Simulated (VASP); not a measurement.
Write the native input for VASP 6.6.1 that does the following.

* Task: single point
* Functional: PBEsol
* Potentials or basis: VASP PAW PBE potentials, release 64 (Hg, Te)
* Cutoff: 520 eV
* k mesh: 10 × 10 × 10
* Occupations: fermi-dirac, width 0.05 eV
* Spin: no spin polarisation
* Dipole correction: no
* Further INCAR settings: ALGO = Normal; EDIFF = 1e-06; NBANDS = 16

The structure of HgTe lies in POSCAR:

```
HgTe
1.0
   -3.1065150600      3.1065150600      1.5594100000
    3.1065150600     -3.1065150600      1.5594100000
    3.1065150600      3.1065150600     -1.5594100000
Hg Te
1 1
Direct
    0.7500000000      0.2500000000      0.5000000000
    0.0000000000      0.0000000000      0.0000000000
```

The input as run:

INCAR

```
PREC     = Accurate       # precision mode
ENCUT    = 520            # plane-wave cutoff, eV
EDIFF    = 1E-6           # SCF threshold, eV
ISMEAR   = -1             # smearing method
SIGMA    = 0.05           # smearing width, eV
LREAL    = False          # projectors in reciprocal space
LASPH    = True           # aspherical terms in the spheres
NELM     = 60             # most SCF steps
ALGO     = Normal         # electronic algorithm
ISIF     = 2              # what is computed and relaxed
LWAVE    = False          # write WAVECAR
LCHARG   = False          # write CHGCAR
GGA      = PS             # functional
NBANDS   = 16             # bands
```

KPOINTS

```
regular mesh
0
Gamma
  10 10 10
```

Potentials or basis: VASP PAW PBE potentials, release 64 (Hg, Te).

Command:

```console
$ cat potpaw_PBE.64/Hg/POTCAR potpaw_PBE.64/Te/POTCAR > POTCAR
$ mpirun -np 1 vasp_std > vasp.out
```

Results of the run:

The pressure is -4.3 GPa. The band gap on the k mesh is zero (band 9 reaches 5.05 eV, above the bottom of band 10 at 2.00 eV).

Caveat: the PAW data sets were made with another functional, which shifts forces and pressure a little; spin-orbit coupling is left out, which moves the levels of the heavy elements.

It took 66 s on 1 thread of AMD EPYC 7R13 Processor (Zen 3), with other jobs on the host, peak memory 0.24 GiB.
